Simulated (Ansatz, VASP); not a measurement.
## One calculation of SiC, two programs

```
Si C
1.0
     3.25834    0.00000    0.00000
    -1.62917    2.82180    0.00000
     0.00000    0.00000    4.93475
Si C
2 2
Direct
  0.33333 0.66667 0.00078
  0.66667 0.33333 0.50078
  0.33333 0.66667 0.38422
  0.66667 0.33333 0.88422
```

Alike in both runs: functional PBE; k mesh 12 × 12 × 6; occupations gaussian, width 0.05 eV; no spin polarisation.

Ansatz relaxed the structure, and its values are those at the end. VASP's run is a single point on that final structure, the one shown.

```csv
,VASP,Ansatz
version,VASP 6.6.1,Ansatz 0.2.0
potentials or method,"VASP PAW PBE potentials, release 64 (Si, C), cutoff 520 eV","scalar-relativistic, plane waves, PAW"
valence electrons in the cell,16,16
```

```tsv
	VASP	Ansatz	Ansatz less VASP
gap on the k mesh at the Fermi level (eV)	1.75	1.75	+0.008
least direct gap on the mesh (eV)	2.55	2.55	+0.001
pressure (GPa)	-13.6	-13.6	-0.02
```

Ansatz's warnings: stress scf threshold loose.
